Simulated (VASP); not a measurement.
# MgGe2N3 (P3m1) in VASP: relaxation of cell and atoms with PBE

Aim: the relaxation of cell and atoms of MgGe2N3 with PBE.

Program: VASP 6.6.1. These are calculated values, not measurements. Logs are shortened: lines on timing, memory, paths and dates and some standing lists are left out, and cuts for length are marked.

## (1) The cell of the first run

Symmetry: P3m1, No. 156, trigonal system. The conventional cell has a = 3.355 Å, b = 3.355 Å, c = 7.886 Å, α = 90.00°, β = 90.00°, γ = 120.00°. Within 2.7 Å of Mg (site symmetry 3m) lie 4 N at 2.06 to 2.20 Å. Ge (site symmetry 3m) has 4 N at 1.78 to 2.07 Å within 2.4 Å. Ge (site symmetry 3m) has 4 N at 1.98 to 2.00 Å within 2.6 Å. Within 2.6 Å of N (site symmetry 3m) lie 4 Ge at 1.98 to 2.07 Å. Within 2.7 Å of N (site symmetry 3m) lie 3 Ge at 2.00 Å and 1 Mg at 2.20 Å. Within 2.4 Å of N (site symmetry 3m) lie 1 Ge at 1.78 Å and 3 Mg at 2.06 Å.

## (2) Relaxation of cell and atoms, PBE

INCAR

```
  PREC = Accurate
  ENCUT = 600
  EDIFF = 1E-7
  ISMEAR = 0
  SIGMA = 0.1
  LREAL = F
  LASPH = T
  NELM = 80
  ALGO = Normal
  ISIF = 3
  LWAVE = F
  LCHARG = F
  GGA = PE
  IBRION = 2
  NSW = 100
  EDIFFG = -0.01
```

KPOINTS

```
regular mesh
0
Gamma
  12 12 4
```

POSCAR

```
MgGe2N3
1.0
    3.3547527076      0.0000000000      0.0000000000
   -1.6773763538      2.9053010682      0.0000000000
    0.0000000000      0.0000000000      7.8855464987
Mg Ge N
1 2 3
Direct
    0.0000000000      0.0000000000      0.9893783465
    0.6666666667      0.3333333333      0.6755654264
    0.3333333333      0.6666666667      0.3316528344
    0.3333333333      0.6666666667      0.5833426328
    0.0000000000      0.0000000000      0.2682172634
    0.6666666667      0.3333333333      0.9018434966
```

Potentials or basis: VASP PAW PBE potentials, release 64 (Mg, Ge_d, N).

The run is started by

```
cat potpaw_PBE.64/Mg/POTCAR potpaw_PBE.64/Ge_d/POTCAR potpaw_PBE.64/N/POTCAR > POTCAR
mpirun -np 1 vasp_std > vasp.out
```

OUTCAR:

```text
PREC = Accurate
   ENCUT = 600
   EDIFF = 1E-7
   ISMEAR = 0
   LREAL = F
   LASPH = T
   NELM = 80
   ISIF = 3
   GGA = PE
   IBRION = 2
   NSW = 100
   EDIFFG = -0.01

 ion  position               nearest neighbor table
   1  0.000  0.000  0.989-   6 2.06   6 2.06   6 2.06   5 2.20   2 3.14   2 3.14   2 3.14
   2  0.667  0.333  0.676-   6 1.78   4 2.07   4 2.07   4 2.07   1 3.14   1 3.14   1 3.14
   3  0.333  0.667  0.332-   4 1.98   5 2.00   5 2.00   5 2.00
   4  0.333  0.667  0.583-   3 1.98   2 2.07   2 2.07   2 2.07
   5  0.000  0.000  0.268-   3 2.00   3 2.00   3 2.00   1 2.20
   6  0.667  0.333  0.902-   2 1.78   1 2.06   1 2.06   1 2.06

  LATTYP: Found a hexagonal cell.
 ALAT       =     3.3547527076
 C/A-ratio  =     2.3505596943

  Lattice vectors:

 A1 = (   3.3547527076,   0.0000000000,   0.0000000000)
 A2 = (  -1.6773763538,   2.9053010682,   0.0000000000)
 A3 = (   0.0000000000,   0.0000000000,   7.8855464987)

Analysis of symmetry for initial positions (statically):
=====================================================================
 Subroutine PRICEL returns:
 Original cell was already a primitive cell.

 Routine SETGRP: Setting up the symmetry group for a
 hexagonal supercell.

 Subroutine GETGRP returns: Found  6 space group operations
 (whereof  6 operations were pure point group operations)
 out of a pool of 24 trial point group operations.

The static configuration has the point symmetry C_3v.

Analysis of symmetry for dynamics (positions and initial velocities):
=====================================================================
 Subroutine PRICEL returns:
 Original cell was already a primitive cell.

 Routine SETGRP: Setting up the symmetry group for a
 hexagonal supercell.

 Subroutine GETGRP returns: Found  6 space group operations
 (whereof  6 operations were pure point group operations)
 out of a pool of 24 trial point group operations.

The dynamic configuration has the point symmetry C_3v.

 Subroutine INISYM returns: Found  6 space group operations
 (whereof  6 operations are pure point group operations),
 and found     1 'primitive' translations

----------------------------------------------------------------------------------------

                                     Primitive cell

  volume of cell :      76.8570

  direct lattice vectors                    reciprocal lattice vectors
     3.354752708  0.000000000  0.000000000     0.298084565  0.172099204  0.000000000
    -1.677376354  2.905301068  0.000000000     0.000000000  0.344198407  0.000000000
     0.000000000  0.000000000  7.885546499     0.000000000  0.000000000  0.126814292

  length of vectors
     3.354752708  3.354752708  7.885546499     0.344198407  0.344198407  0.126814292

  position of ions in fractional coordinates (direct lattice)
     0.000000000  0.000000000  0.989378346
     0.666666667  0.333333333  0.675565426
     0.333333333  0.666666667  0.331652834
     0.333333333  0.666666667  0.583342633
     0.000000000  0.000000000  0.268217263
     0.666666667  0.333333333  0.901843497

  ion indices of the primitive-cell ions
   primitive index   ion index
                 1           1
                 2           2
                 3           3
                 4           4
                 5           5
                 6           6

----------------------------------------------------------------------------------------

 KPOINTS: regular mesh

Automatic generation of k-mesh.
 Grid dimensions read from file:
 generate k-points for:   12   12    4

 Generating k-lattice:

  Cartesian coordinates                     Fractional coordinates (reciprocal lattice)
     0.024840380  0.014341600  0.000000000     0.083333333  0.000000000  0.000000000
     0.000000000  0.028683201  0.000000000     0.000000000  0.083333333  0.000000000
     0.000000000  0.000000000  0.031703573     0.000000000  0.000000000  0.250000000

  Length of vectors
     0.028683201  0.028683201  0.031703573

  Shift w.r.t. Gamma in fractional coordinates (k-lattice)
     0.000000000  0.000000000  0.000000000

 Subroutine IBZKPT returns following result:
 ===========================================

 Found     69 irreducible k-points:

 Following reciprocal coordinates:
            Coordinates               Weight
  0.000000  0.000000  0.000000      1.000000
  0.083333  0.000000  0.000000      6.000000
  0.166667  0.000000  0.000000      6.000000
  0.250000  0.000000  0.000000      6.000000
  0.333333 -0.000000  0.000000      6.000000
  0.416667  0.000000  0.000000      6.000000
[... 16 lines left out ...]
  0.166667  0.000000  0.250000      6.000000
  0.000000  0.166667  0.250000      6.000000
 [... further k-points ...]
   k-points           NKPTS =     69   k-points in BZ     NKDIM =     69   number of bands    NBANDS=     27
   number of dos      NEDOS =    301   number of ions     NIONS =      6
   total plane-waves  NPLWV =  50176
   dimension x,y,z NGX =    28 NGY =   28 NGZ =   64
   dimension x,y,z NGXF=    56 NGYF=   56 NGZF=  128
   ions per type =               1   2   3
   NGX,Y,Z   is equivalent  to a cutoff of  13.88, 13.88, 13.49 a.u.
   NGXF,Y,Z  is equivalent  to a cutoff of  27.75, 27.75, 26.99 a.u.
 SYSTEM =  unknown system
   PREC   = accura    normal or accurate (medium, high low for compatibility)
   ISTART =      0    job   : 0-new  1-cont  2-samecut
   ICHARG =      2    charge: 1-file 2-atom 10-const
   ISPIN  =      1    spin polarized calculation?
   LNONCOLLINEAR =      F non collinear calculations
   LSORBIT =      F    spin-orbit coupling
   LASPH  =      T    aspherical Exc in radial PAW
   ENCUT  =  600.0 eV  44.10 Ry    6.64 a.u.   6.70  6.70 15.75*2*pi/ulx,y,z
   NELM   =     80;   NELMIN=  2; NELMDL= -5     # of ELM steps
   EDIFF  = 0.1E-06   stopping-criterion for ELM
   LREAL  =      F    real-space projection
   EDIFFG = -.1E-01   stopping-criterion for IOM
   NSW    =    100    number of steps for IOM
   IBRION =      2    ionic relax: 0-MD 1-quasi-New 2-CG
   NFREE  =      1    steps in history (QN), initial steepest desc. (CG)
   ISIF   =      3    stress and relaxation
   ISYM   =      2    0-nonsym 1-usesym 2-fastsym
   POTIM  = 0.5000    time-step for ionic-motion
   TEBEG  =    0.0;   TEEND  =   0.0 temperature during run
   PSTRESS=    0.0 pullay stress
   NELECT =      45.0000    total number of electrons
   NUPDOWN=      -1.0000    fix difference up-down
   EMIN   =  10.00;   EMAX   =-10.00  energy-range for DOS
   EFERMI =   0.00;   METHOD = LEGACY
   ISMEAR =     0;   SIGMA  =   0.10  broadening in eV -4-tet -1-fermi 0-gaus
   EFERMI_NEDOS =   21; number of points for ismear=-14 and -15
   IALGO  =     38    algorithm
   IMIX   =      4    mixing-type and parameters
     AMIX     =   0.40;   BMIX     =  1.00
     AMIX_MAG =   1.60;   BMIX_MAG =  1.00
  volume/ion in A,a.u.               =      12.81        86.44
  Fermi-wavevector in a.u.,A,eV,Ry     =   1.369571  2.588114 25.520780  1.875724
  Thomas-Fermi vector in A             =   2.495434
   LORBIT       =      0    0 simple, 1 ext, 2 COOP (PROOUT), +10 PAW based schemes
   GGA     = PE    functional components
   LHFCALC =     F    Hartree Fock is set to
   AEXX    =    0.0000 exact exchange contribution
   IVDW    =     0    specifies the selected vdW correction
   LEPSILON=     F    determine dielectric tensor
   LRPA    =     F    only Hartree local field effects (RPA)
 conjugate gradient relaxation of ions
 non-spin polarized calculation
 Gauss-broadening in eV      SIGMA  =   0.10
  energy-cutoff  :      600.00
  volume of cell :       76.86
 maximum number of plane-waves:      2599
 NGX is ok and might be reduce to    28
   NGX = 13   NGY = 13   NGZ = 31

--------------------------------------- Ionic step        1  -------------------------------------------

 number of electron      44.9999991 magnetization

 Free energy of the ion-electron system (eV)
  ---------------------------------------------------
  ext. energy  EPLUGINS =         0.00000000
  ---------------------------------------------------
  free energy    TOTEN  =       -35.92101734 eV

  energy without entropy =      -35.91254403  energy(sigma->0) =      -35.91678068

------------------------ aborting loop because EDIFF is reached ----------------------------------------

  FORCE on cell =-STRESS in cart. coord.  units (eV):
  Direction    XX          YY          ZZ          XY          YZ          ZX
  --------------------------------------------------------------------------------------
  -------------------------------------------------------------------------------------
  Total        0.0325015      0.0325015     -0.3343001      0.0000000      0.0000000      0.0000000
  in kB        0.6775334      0.6775334     -6.9688896      0.0000000      0.0000000      0.0000000
  external PRESSURE =      -1.8712742 kB  Pullay stress =       0.0000000 kB
[... 185 lines left out ...]
  energy  without entropy=      -35.9130042455  energy(sigma->0) =      -35.91725128

--------------------------------------- Ionic step        6  -------------------------------------------

 number of electron      44.9999990 magnetization

 Free energy of the ion-electron system (eV)
  ---------------------------------------------------
  ext. energy  EPLUGINS =         0.00000000
  ---------------------------------------------------
  free energy    TOTEN  =       -35.92151656 eV

  energy without entropy =      -35.91303446  energy(sigma->0) =      -35.91727551

 E-fermi :   6.6313     XC(G=0): -10.7491

 val. band max:        6.6237765482   @ k =   0.1667   0.0833   0.5000
 cond. band min:       6.6347636989   @ k =   0.5000   0.0000   0.5000
 fundamental gap:      0.0109871507
 Fermi energy:         6.6312872819

 k-point     1 :       0.0000    0.0000    0.0000
  band No.  band energies     occupation
      1     -19.7638      2.00000
      2     -19.7248      2.00000
      3     -19.7248      2.00000
      4     -19.6641      2.00000
      5     -19.6641      2.00000
      6     -19.6250      2.00000
[... 709 lines left out ...]
     26      10.1605      0.00000
     27      10.5066      0.00000

 [... further k-points ...]
[... 5 lines left out ...]
  --------------------------------------------------------------------------------------
  -------------------------------------------------------------------------------------
  Total       -0.0087058     -0.0087058     -0.0106885      0.0000000     -0.0000000      0.0000000
  in kB       -0.1817474     -0.1817474     -0.2231409      0.0000000     -0.0000000      0.0000000
  external PRESSURE =      -0.1955453 kB  Pullay stress =       0.0000000 kB
[... 21 lines left out ...]
  FREE ENERGIE OF THE ION-ELECTRON SYSTEM (eV)
  ---------------------------------------------------
  free  energy   TOTEN  =       -35.9215165552 eV

  energy  without entropy=      -35.9130344614  energy(sigma->0) =      -35.91727551

 reached required accuracy - stopping structural energy minimisation
```

Run time: 15 min. Hardware: 1 thread of Oxide Virtual Turin-like, shared host; peak memory 0.3 GiB.

Results:

```
Free energy                            : -35.9215 eV
Relaxed volume                         : 12.79 Å³/atom
Relaxed cell                           : a = 3.357 Å, b = 3.357 Å, c = 7.865 Å, α = 90.00°, β = 90.00°, γ = 120.00°
Space group after relaxing (to 0.05 Å) : P3m1 (No. 156)
Energy gained by relaxing              : 0.1 meV/atom
Ionic steps                            : 6
Pressure after relaxing                : 0.0 GPa
Largest force after relaxing           : 0.007 eV/Å
```

Forces on the atoms (eV/Å):
```
Mg   0.000  0.000 -0.005
Ge   0.000  0.000  0.003
Ge   0.000  0.000 -0.007
N    0.000  0.000  0.002
N    0.000  0.000  0.002
N    0.000  0.000  0.005
```

Step by step:
```csv
step,energy change (eV),largest force (eV/Å),pressure (GPa),volume (Å³)
1,0.0000,0.0423,-0.19,76.86
2,0.0000,0.1595,0.19,76.69
3,-0.0003,0.0583,0.02,76.77
4,-0.0005,0.0163,-0.01,76.74
5,-0.0005,0.0169,0.01,76.74
6,-0.0005,0.0069,-0.02,76.74
```

Final structure:
```
Mg Ge N
1.0
     3.35664    0.00000    0.00000
    -1.67832    2.90693    0.00000
     0.00000    0.00000    7.86519
Mg Ge N
1 2 3
Direct
  0.00000 0.00000 0.98924
  0.66667 0.33333 0.67547
  0.33333 0.66667 0.33180
  0.33333 0.66667 0.58360
  0.00000 0.00000 0.26789
  0.66667 0.33333 0.90200
```
